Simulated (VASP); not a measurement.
# SiNi2 (P6_3/mmc) in VASP: notebook, part 2 of 2

VASP 6.6.1. Earlier steps stand in the parts before.

**4. Relaxation of shape and atoms at fixed volume, PBEsol (11.26 Å³/atom)**

This run uses another cell than the first one, of 11.26 Å³/atom.

Contents of INCAR:

```
SYSTEM = SiNi2
  ALGO = Fast
  EDIFF = 1E-6
  EDIFFG = -0.01
  ENCUT = 600
  GGA = PS
  IBRION = 2
  ISIF = 4
  ISMEAR = 0
  LASPH = .True.
  LCHARG = .False.
  LREAL = .False.
  LWAVE = .False.
  NELM = 80
  NSW = 50
  PREC = Accurate
  SIGMA = 0.1
```

Contents of KPOINTS:

```
k-points
0
Gamma
  12 12 8
  0 0 0
```

Contents of POSCAR:

```
SiNi2
1.0
    3.9392255375      0.0000000000      0.0000000000
   -1.9696127688      3.4114693867      0.0000000000
    0.0000000000      0.0000000000      5.0264354794
Si Ni
2 4
Direct
    0.3333333333      0.6666666667      0.7500000000
    0.6666666667      0.3333333333      0.2500000000
    0.0000000000      0.0000000000      0.0000000000
    0.0000000000      0.0000000000      0.5000000000
    0.3333333333      0.6666666667      0.2500000000
    0.6666666667      0.3333333333      0.7500000000
```

Potentials or basis: VASP PAW PBE potentials, release 64 (Si, Ni).

Run with:

```
$ cat potpaw_PBE.64/Si/POTCAR potpaw_PBE.64/Ni/POTCAR > POTCAR
$ mpirun -np 1 vasp_std > vasp.out
```

OUTCAR:

```text
SYSTEM = SiNi2
   EDIFF = 1E-6
   EDIFFG = -0.01
   ENCUT = 600
   GGA = PS
   IBRION = 2
   ISIF = 4
   ISMEAR = 0
   LASPH = .True.
   LREAL = .False.
   NELM = 80
   NSW = 50
   PREC = Accurate

 ion  position               nearest neighbor table
   1  0.333  0.667  0.750-   6 2.27   6 2.27   6 2.27   5 2.51   5 2.51   3 2.60   4 2.60   4 2.60
                             3 2.60   4 2.60   3 2.60
   2  0.667  0.333  0.250-   5 2.27   5 2.27   5 2.27   6 2.51   6 2.51   3 2.60   4 2.60   3 2.60
                             4 2.60   3 2.60   4 2.60
   3  0.000  0.000  0.000-   4 2.51   4 2.51   1 2.60   5 2.60   6 2.60   2 2.60   2 2.60   6 2.60
                             1 2.60   5 2.60   2 2.60   6 2.60   1 2.60   5 2.60
   4  0.000  0.000  0.500-   3 2.51   3 2.51   1 2.60   5 2.60   6 2.60   2 2.60   2 2.60   6 2.60
                             1 2.60   5 2.60   2 2.60   6 2.60   1 2.60   5 2.60
   5  0.333  0.667  0.250-   2 2.27   2 2.27   2 2.27   1 2.51   1 2.51   3 2.60   4 2.60   4 2.60
                             3 2.60   4 2.60   3 2.60
   6  0.667  0.333  0.750-   1 2.27   1 2.27   1 2.27   2 2.51   2 2.51   3 2.60   4 2.60   3 2.60
                             4 2.60   3 2.60   4 2.60

  LATTYP: Found a hexagonal cell.
 ALAT       =     3.9392255375
 C/A-ratio  =     1.2759958605

  Lattice vectors:

 A1 = (   3.9392255375,   0.0000000000,   0.0000000000)
 A2 = (  -1.9696127688,   3.4114693867,   0.0000000000)
 A3 = (   0.0000000000,   0.0000000000,   5.0264354794)

Analysis of symmetry for initial positions (statically):
=====================================================================
 Subroutine PRICEL returns:
 Original cell was already a primitive cell.

 Routine SETGRP: Setting up the symmetry group for a
 hexagonal supercell.

 Subroutine GETGRP returns: Found 24 space group operations
 (whereof 12 operations were pure point group operations)
 out of a pool of 24 trial point group operations.

The static configuration has the point symmetry D_3d.
[... 204 lines left out ...]
    total drift:                                0.000000     -0.000000      0.000000

  FREE ENERGIE OF THE ION-ELECTRON SYSTEM (eV)
  ---------------------------------------------------
  free  energy   TOTEN  =       -39.4195919214 eV

  energy  without entropy=      -39.4010153080  energy(sigma->0) =      -39.41030361

--------------------------------------- Ionic step        2  -------------------------------------------

 number of electron      48.0000001 magnetization

 Free energy of the ion-electron system (eV)
  ---------------------------------------------------
  ext. energy  EPLUGINS =         0.00000000
  ---------------------------------------------------
  free energy    TOTEN  =       -39.41993899 eV

  energy without entropy =      -39.40134334  energy(sigma->0) =      -39.41064116

 E-fermi :  10.5152     XC(G=0): -12.9053

 val. band max:       10.5117803518   @ k =   0.1667  -0.0000   0.0000
 cond. band min:      10.5173766105   @ k =   0.2500   0.0833   0.2500
 fundamental gap:      0.0055962587
 Fermi energy:        10.5151839165

 k-point     1 :       0.0000    0.0000    0.0000
  band No.  band energies     occupation
      1      -1.7964      2.00000
      2       2.4489      2.00000
      3       4.2706      2.00000
      4       5.6701      2.00000
      5       5.6701      2.00000
      6       6.7527      2.00000
[... 733 lines left out ...]
     27      13.0647      0.00000
     28      13.6028      0.00000

 [... further k-points ...]

------------------------ aborting loop because EDIFF is reached ----------------------------------------

  FORCE on cell =-STRESS in cart. coord.  units (eV):
  Direction    XX          YY          ZZ          XY          YZ          ZX
  --------------------------------------------------------------------------------------
  -------------------------------------------------------------------------------------
  Total       -4.7614709     -4.7614709     -4.6739322      0.0000000     -0.0000000      0.0000000
  in kB     -112.9377892   -112.9377892   -110.8614501      0.0000000     -0.0000000      0.0000000
  external PRESSURE =    -112.2456762 kB  Pullay stress =       0.0000000 kB

 VOLUME and BASIS-vectors are now :
 -----------------------------------------------------------------------------
  energy-cutoff  :      600.00
  volume of cell :       67.55
      direct lattice vectors                 reciprocal lattice vectors
     3.935851584  0.000000000 -0.000000000     0.254074621  0.146690051  0.000000000
    -1.967925792  3.408547457  0.000000000    -0.000000000  0.293380102  0.000000000
     0.000000000  0.000000000  5.035056856     0.000000000 -0.000000000  0.198607489

 POSITION                                       TOTAL-FORCE (eV/Angst)
 -----------------------------------------------------------------------------------
     -0.00000      2.27236      3.77629        -0.000000     -0.000000     -0.000000
      1.96793      1.13618      1.25876         0.000000      0.000000      0.000000
      3.93585      0.00000     -0.00000        -0.000000      0.000000      0.000000
      3.93585      0.00000      2.51753        -0.000000      0.000000      0.000000
     -0.00000      2.27236      1.25876         0.000000      0.000000      0.000000
      1.96793      1.13618      3.77629        -0.000000     -0.000000     -0.000000
 -----------------------------------------------------------------------------------
    total drift:                                0.000000     -0.000000      0.000000

  FREE ENERGIE OF THE ION-ELECTRON SYSTEM (eV)
  ---------------------------------------------------
  free  energy   TOTEN  =       -39.4199389935 eV

  energy  without entropy=      -39.4013433353  energy(sigma->0) =      -39.41064116

 reached required accuracy - stopping structural energy minimisation
```

OSZICAR:

```text
N       E                     dE             d eps       ncg     rms          rms(c)
DAV:   1     0.335070721521E+03    0.33507E+03   -0.23675E+04  5336   0.242E+03
DAV:   2    -0.169557170879E+02   -0.35203E+03   -0.34308E+03  5320   0.438E+02
DAV:   3    -0.438413654436E+02   -0.26886E+02   -0.24904E+02  5724   0.148E+02
[... 19 lines left out ...]
RMM:   3    -0.394203260208E+02    0.56717E-03   -0.24559E-03  5320   0.579E-01    0.169E-01
RMM:   4    -0.394199393607E+02    0.38666E-03   -0.56241E-04  5320   0.224E-01    0.265E-02
RMM:   5    -0.394199384993E+02    0.86143E-06   -0.13694E-04  5401   0.111E-01    0.145E-02
RMM:   6    -0.394199386095E+02   -0.11022E-06   -0.33574E-05  5588   0.467E-02    0.631E-03
RMM:   7    -0.394199389935E+02   -0.38400E-06   -0.99098E-06  4785   0.255E-02
   2 F= -.39419939E+02 E0= -.39410641E+02  d E =-.347072E-03
```

CONTCAR:

```text
SiNi2
   1.00000000000000
     3.9358515838052832    0.0000000000022972   -0.0000000000000000
    -1.9679257919506092    3.4085474570889516    0.0000000000000000
     0.0000000000000000    0.0000000000000000    5.0350568560494464
  Si              Ni
     2     4
Direct
     0.3333333332999970    0.6666666667000030    0.7500000000000000
     0.6666666667000030    0.3333333332999970    0.2500000000000000
     1.0000000000000000    0.0000000000000000    0.0000000000000000
     1.0000000000000000    0.0000000000000000    0.5000000000000000
     0.3333333332999970    0.6666666667000030    0.2500000000000000
     0.6666666667000030    0.3333333332999970    0.7500000000000000

  0.00000000E+00  0.00000000E+00  0.00000000E+00
  0.00000000E+00  0.00000000E+00  0.00000000E+00
  0.00000000E+00  0.00000000E+00  0.00000000E+00
  0.00000000E+00  0.00000000E+00  0.00000000E+00
  0.00000000E+00  0.00000000E+00  0.00000000E+00
  0.00000000E+00  0.00000000E+00  0.00000000E+00
```

Wall time 5.3 min (1 thread of AMD EPYC 9755, shared host); peak memory 0.29 GiB.

What came out:

| Quantity | Value |
| --- | --- |
| Free energy | -39.4199 eV |
| Energy gained by relaxing | 0.1 meV/atom |
| Ionic steps | 2 |
| Pressure after relaxing | -11.2 GPa |
| Band gap on the k mesh | zero (bands 24 and 25 overlap by 3.13 eV) |

Step by step:
| step | energy change (eV) | largest force (eV/Å) | pressure (GPa) | volume (Å³) |
| --- | --- | --- | --- | --- |
| 1 | 0.0000 | 0.0000 | -11.48 | 67.55 |
| 2 | -0.0003 | 0.0000 | -11.22 | 67.55 |

Final structure:
```
Si Ni
1.0
     3.93585    0.00000    0.00000
    -1.96793    3.40855    0.00000
     0.00000    0.00000    5.03506
Si Ni
2 4
Direct
  0.33333 0.66667 0.75000
  0.66667 0.33333 0.25000
  0.00000 0.00000 0.00000
  0.00000 0.00000 0.50000
  0.33333 0.66667 0.25000
  0.66667 0.33333 0.75000
```

Caveat: the PAW data sets were made with another functional, which shifts forces and pressure a little. Spin polarisation is off, so any magnetic state and its effect on volume and gap are missing.

**5. Relaxation of shape and atoms at fixed volume, PBEsol (10.30 Å³/atom)**

This run uses another cell than the first one, of 10.30 Å³/atom.

Contents of INCAR:

```
SYSTEM = SiNi2
PREC = Accurate ; ENCUT = 600
EDIFF = 1E-7 ; ISMEAR = 0
SIGMA = 0.1 ; LREAL = .False.
LASPH = .True. ; NELM = 80
ALGO = Fast ; ISIF = 4
LWAVE = .False. ; LCHARG = .False.
GGA = PS ; IBRION = 2
NSW = 50 ; EDIFFG = -0.01
```

Contents of KPOINTS:

```
Automatic mesh
0
Gamma
  12 12 8
  0 0 0
```

Changes to POSCAR since step 4:

```diff
@@ -2,5 +2,5 @@
 1.0
-    3.9392255375      0.0000000000      0.0000000000
-   -1.9696127688      3.4114693867      0.0000000000
-    0.0000000000      0.0000000000      5.0264354794
+    3.8293855819      0.0000000000      0.0000000000
+   -1.9146927909      3.3163451948      0.0000000000
+    0.0000000000      0.0000000000      4.8673152864
 Si Ni
```

Run with:

```
$ cat potpaw_PBE.64/Si/POTCAR potpaw_PBE.64/Ni/POTCAR > POTCAR
$ mpirun -np 1 vasp_std > vasp.out
```

It took 4.7 min on 1 thread of Oxide Virtual Turin-like, shared host; peak memory 0.28 GiB.

Results (log left out):

| Quantity | Value |
| --- | --- |
| Free energy | -39.5149 eV |
| Energy gained by relaxing | 0.1 meV/atom |
| Ionic steps | 2 |
| Pressure after relaxing | 7.5 GPa |
| Band gap on the k mesh | zero (bands 24 and 25 overlap by 3.50 eV) |

The path:
```
step  energy change (eV)  largest force (eV/Å)  pressure (GPa)  volume (Å³)
   1              0.0000                0.0000            7.60        61.81
   2             -0.0008                0.0000            7.48        61.81
```

Final structure:
```
CELL_PARAMETERS angstrom
3.83496 0.00000 0.00000
-1.91748 3.32118 0.00000
0.00000 0.00000 4.85317
ATOMIC_POSITIONS crystal
Si 0.33333 0.66667 0.75000
Si 0.66667 0.33333 0.25000
Ni 0.00000 0.00000 0.00000
Ni 0.00000 0.00000 0.50000
Ni 0.33333 0.66667 0.25000
Ni 0.66667 0.33333 0.75000
```

Levels at points of the mesh, in eV from the Fermi level:
```
           k point  band 22  band 23  band 24  band 25  band 26  band 27
(0.00, 0.00, 0.00)    -0.68     0.16     2.76     2.76     2.87     2.95
(0.50, 0.00, 0.00)    -1.30    -1.09    -0.74    -0.59     1.33     1.92
(0.00, 0.00, 0.50)    -1.34     2.37     2.37     3.40     3.40     3.40
(0.50, 0.00, 0.50)    -1.35    -0.97    -0.97     1.00     1.00     3.06
```

Caveat: the PAW data sets were made with another functional, which shifts forces and pressure a little.

**6. The runs side by side**

| task | cell | cutoff (eV) | gap on the mesh (eV) | pressure (GPa) |
| --- | --- | --- | --- | --- |
| single point | a = 3.902, b = 3.902, c = 4.979 Å, angles 90.0, 90.0, 120.0°, 6 atoms | 520 | none | -6.0 |
| single point | a = 3.933, b = 3.933, c = 5.041 Å, angles 90.0, 90.0, 120.0°, 6 atoms | 520 | none | -11.1 |
| relaxation of shape and atoms at fixed volume | relaxed from a = 3.939, b = 3.939, c = 5.026 Å, angles 90.0, 90.0, 120.0°, 6 atoms | 600 | none | -11.2 |
| relaxation of shape and atoms at fixed volume | relaxed from a = 3.829, b = 3.829, c = 4.867 Å, angles 90.0, 90.0, 120.0°, 6 atoms | 600 | none | 7.5 |

Alike in all rows: level PBEsol; potentials or basis VASP PAW PBE potentials, release 64 (Si, Ni); no spin polarisation; k mesh 12 × 12 × 8; smearing gaussian 0.1 eV.

Caveats: the PAW data sets were made with another functional, which shifts forces and pressure a little; the cell stands under tension (at least some runs).

Total energies depend on the potentials used, so only differences within one code and one set of settings carry meaning.
